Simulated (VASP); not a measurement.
# SnTe (I4/mmm) in VASP: notebook, part 2 of 2

VASP 6.6.1.

## Step 3: Single point, PBE

This run uses another cell than the first one, of the same volume but with other edges.

The input, INCAR:

```
SYSTEM = SnTe
PREC = Accurate
ENCUT = 500
EDIFF = 1E-6
ISMEAR = 0
SIGMA = 0.03
LREAL = .False.
LASPH = .True.
NELM = 120
ALGO = Normal
ISIF = 2
LWAVE = .False.
LCHARG = .False.
GGA = PE
NBANDS = 17
GGA_COMPAT = .False.
```

The input, KPOINTS:

```
regular mesh
0
Gamma
  10 10 10
  0 0 0
```

The input, POSCAR:

```
SnTe
1.0
    0.0000000000      3.3322134915      2.8323814678
    3.3322134915      0.0000000000      2.8323814678
    3.3322134915      3.3322134915      0.0000000000
Sn Te
1 1
Direct
    0.0000000000      0.0000000000      0.0000000000
    0.5000000000      0.5000000000      0.5000000000
```

Potentials or basis: VASP PAW PBE potentials, release 64 (Sn_d, Te).

The run is started by

```bash
$ cat potpaw_PBE.64/Sn_d/POTCAR potpaw_PBE.64/Te/POTCAR > POTCAR
$ mpirun -np 1 vasp_std > vasp.out
```

It took 2.2 min on 1 thread of Intel Xeon 8259CL, shared host; peak memory 0.26 GiB.

It converged, with:

```
Free energy            : -7.0252 eV
Pressure               : 4.6 GPa
Band gap on the k mesh : zero (band 10 reaches 7.25 eV, above the bottom of band 11 at 6.91 eV)
```

Stress tensor (GPa, compression positive):
```
-2.72  0.00  0.00
 0.00 -2.72  0.00
 0.00  0.00 19.29
```

Levels at points of the mesh, in eV from the Fermi level:
```tsv
k point	band 8	band 9	band 10	band 11	band 12	band 13
(0.00, 0.00, 0.00)	-3.66	-1.74	-1.74	1.94	1.94	4.34
(0.50, 0.00, 0.00)	-2.23	-2.09	-0.53	-0.14	0.56	1.17
(0.50, 0.50, 0.00)	-6.06	-4.24	-4.24	1.76	4.42	4.42
(0.50, 0.00, 0.50)	-5.69	-4.79	-2.81	2.29	2.88	5.46
```

Caveat: spin-orbit coupling is left out, which moves the levels of the heavy elements.

## Step 4: Single point, PBE

This run uses another cell than the first one, of the same volume but with other edges.

The input, INCAR:

```
SYSTEM = SnTe
PREC     = Accurate       ! precision mode
ENCUT    = 500            ! plane-wave cutoff, eV
EDIFF    = 1E-6           ! SCF threshold, eV
ISMEAR   = 0              ! smearing method
SIGMA    = 0.03           ! smearing width, eV
LREAL    = .False.        ! projectors in reciprocal space
LASPH    = .True.         ! aspherical terms in the spheres
NELM     = 120            ! most SCF steps
ALGO     = Normal         ! electronic algorithm
ISIF     = 2              ! what is computed and relaxed
LWAVE    = .False.        ! write WAVECAR
LCHARG   = .False.        ! write CHGCAR
GGA      = PE             ! functional
NBANDS   = 17             ! bands
GGA_COMPAT= .False.
```

The input, KPOINTS:

```
Automatic mesh
0
Gamma
  10 10 10
  0 0 0
```

The input, POSCAR:

```
SnTe
1.0
    0.0000000000      3.4290534875      2.6746617202
    3.4290534875      0.0000000000      2.6746617202
    3.4290534875      3.4290534875      0.0000000000
Sn Te
1 1
Direct
    0.0000000000      0.0000000000      0.0000000000
    0.5000000000      0.5000000000      0.5000000000
```

Potentials or basis: VASP PAW PBE potentials, release 64 (Sn_d, Te).

The run is started by

```bash
$ cat potpaw_PBE.64/Sn_d/POTCAR potpaw_PBE.64/Te/POTCAR > POTCAR
$ mpirun -np 1 vasp_std > vasp.out
```

OUTCAR:

```text
SYSTEM = SnTe
   PREC = Accurate
   ENCUT = 500
   EDIFF = 1E-6
   ISMEAR = 0
   LREAL = .False.
   LASPH = .True.
   NELM = 120
   ISIF = 2
   GGA = PE

 ion  position               nearest neighbor table
   1  0.000  0.000  0.000-   2 2.67   2 2.67   2 3.43   2 3.43   2 3.43   2 3.43
   2  0.500  0.500  0.500-   1 2.67   1 2.67   1 3.43   1 3.43   1 3.43   1 3.43

  LATTYP: Found a body centered tetragonal cell.
 ALAT       =     4.8494139481
 C/A-ratio  =     1.1030865786

  Lattice vectors:

 A1 = (   0.0000000000,  -3.4290534875,  -2.6746617202)
 A2 = (   0.0000000000,   3.4290534875,  -2.6746617202)
[... 650 lines left out ...]
      6      -4.7231      2.00000
[... 9 lines left out ...]
     16      14.7847      0.00000
     17      17.7976      0.00000

 [... further k-points ...]
[... 5 lines left out ...]
  --------------------------------------------------------------------------------------
  -------------------------------------------------------------------------------------
  Total       -1.1242008     -1.1242008     12.9720730      0.0000000      0.0000000      0.0000000
  in kB      -28.6356522    -28.6356522    330.4247645      0.0000000      0.0000000      0.0000000
  external PRESSURE =      91.0511533 kB  Pullay stress =       0.0000000 kB

 VOLUME and BASIS-vectors are now :
 -----------------------------------------------------------------------------
  energy-cutoff  :      500.00
  volume of cell :       62.90
      direct lattice vectors                 reciprocal lattice vectors
     0.000000000  3.429053488  2.674661720    -0.145812832  0.145812832  0.186939528
     3.429053488  0.000000000  2.674661720     0.145812832 -0.145812832  0.186939528
     3.429053488  3.429053488  0.000000000     0.145812832  0.145812832 -0.186939528

 POSITION                                       TOTAL-FORCE (eV/Angst)
 -----------------------------------------------------------------------------------
      0.00000      0.00000      0.00000        -0.000000      0.000000      0.000000
      3.42905      3.42905      2.67466         0.000000     -0.000000      0.000000
 -----------------------------------------------------------------------------------
    total drift:                                0.000000     -0.000000     -0.000000

  FREE ENERGIE OF THE ION-ELECTRON SYSTEM (eV)
  ---------------------------------------------------
  free  energy   TOTEN  =        -6.3761615543 eV

  energy  without entropy=       -6.3751623252  energy(sigma->0) =       -6.37566194
```

Run time: 2.3 min. Hardware: 1 thread of Intel Xeon 8259CL, shared host; peak memory 0.26 GiB.

Results:

```yaml
Free_energy: -6.3762 eV
Pressure: 9.1 GPa
Band_gap_on_the_k_mesh: zero (band 10 reaches 8.05 eV, above the bottom of band 11 at 6.70 eV)
```

Levels at points of the mesh, in eV from the Fermi level:
```tsv
k point	band 7	band 8	band 9	band 10	band 11	band 12	band 13	band 14
(0.00, 0.00, 0.00)	-4.38	-4.38	-1.54	-1.54	1.47	1.47	4.37	4.37
(0.50, 0.00, 0.00)	-8.95	-2.36	-2.29	-0.75	-0.33	1.38	1.99	7.11
(0.50, 0.50, 0.00)	-6.68	-6.28	-4.46	-4.46	1.65	4.40	4.40	7.86
(0.50, 0.00, 0.50)	-5.73	-5.67	-5.28	-2.25	2.00	2.56	5.24	6.86
```

Caveat: spin-orbit coupling is left out, which moves the levels of the heavy elements.

## Step 5: Single point, PBE

This run uses another cell than the first one, of the same volume but with other edges.

The input, INCAR:

```
SYSTEM = SnTe
  PREC = Accurate
  ENCUT = 500
  EDIFF = 1E-6
  ISMEAR = 0
  SIGMA = 0.03
  LREAL = .False.
  LASPH = .True.
  NELM = 120
  ALGO = Normal
  ISIF = 2
  LWAVE = .False.
  LCHARG = .True.
  GGA = PE
  LELF = .True.
  LVHAR = .True.
  NBANDS = 17
  GGA_COMPAT = .False.
```

KPOINTS is that of step 4.

The input, POSCAR:

```
SnTe
1.0
    0.0000000000      3.2454619207      2.9858249671
    3.2454619207      0.0000000000      2.9858249671
    3.2454619207      3.2454619207      0.0000000000
Sn Te
1 1
Direct
    0.0000000000      0.0000000000      0.0000000000
    0.5000000000      0.5000000000      0.5000000000
```

The run is started by

```bash
$ cat potpaw_PBE.64/Sn_d/POTCAR potpaw_PBE.64/Te/POTCAR > POTCAR
$ mpirun -np 1 vasp_std > vasp.out
```

Run time: 2.2 min. Hardware: 1 thread of Intel Xeon 8259CL, shared host; peak memory 0.26 GiB.

Results (log left out):

```
Free energy            : -7.4128 eV
Pressure               : 3.0 GPa
Band gap on the k mesh : 0.23 eV, indirect (least direct gap 0.33 eV)
```

Stress tensor (GPa, compression positive):
```
-1.32  0.00  0.00
 0.00 -1.32  0.00
 0.00  0.00 11.56
```

Levels at points of the mesh, in eV from the valence-band top:
| k point | band 8 | band 9 | band 10 | band 11 | band 12 | band 13 |
| --- | --- | --- | --- | --- | --- | --- |
| (0.00, 0.00, 0.00) | -2.74 | -1.79 | -1.79 | 2.71 | 2.71 | 4.63 |
| (0.50, 0.00, 0.00) | -1.88 | -1.73 | -0.11 | 0.23 | 0.30 | 0.80 |
| (0.50, 0.50, 0.00) | -5.65 | -3.84 | -3.84 | 2.08 | 4.73 | 4.73 |
| (0.50, 0.00, 0.50) | -5.47 | -4.11 | -3.14 | 2.33 | 3.97 | 5.98 |

Caveat: spin-orbit coupling is left out, which moves the levels of the heavy elements. A k mesh can miss the band edges.

## Step 6: Overview

```csv
cell,gap on the mesh (eV),pressure (GPa)
"a = 4.339, b = 4.339, c = 5.011 Å, angles 54.7, 54.7, 70.5°, 2 atoms",none,16.9
"a = 4.373, b = 4.373, c = 4.712 Å, angles 57.4, 57.4, 65.2°, 2 atoms",none,4.6
"a = 4.349, b = 4.349, c = 4.849 Å, angles 56.1, 56.1, 67.8°, 2 atoms",none,9.1
"a = 4.410, b = 4.410, c = 4.590 Å, angles 58.6, 58.6, 62.7°, 2 atoms",0.23,3.0
```

Alike in all rows: task single point; level PBE; potentials or basis VASP PAW PBE potentials, release 64 (Sn_d, Te); no spin polarisation; k mesh 10 × 10 × 10; cutoff (eV) 500; smearing gaussian 0.03 eV.

Caveats: spin-orbit coupling is left out, which moves the levels of the heavy elements.

Absolute energies hang on the potentials; compare differences alone.
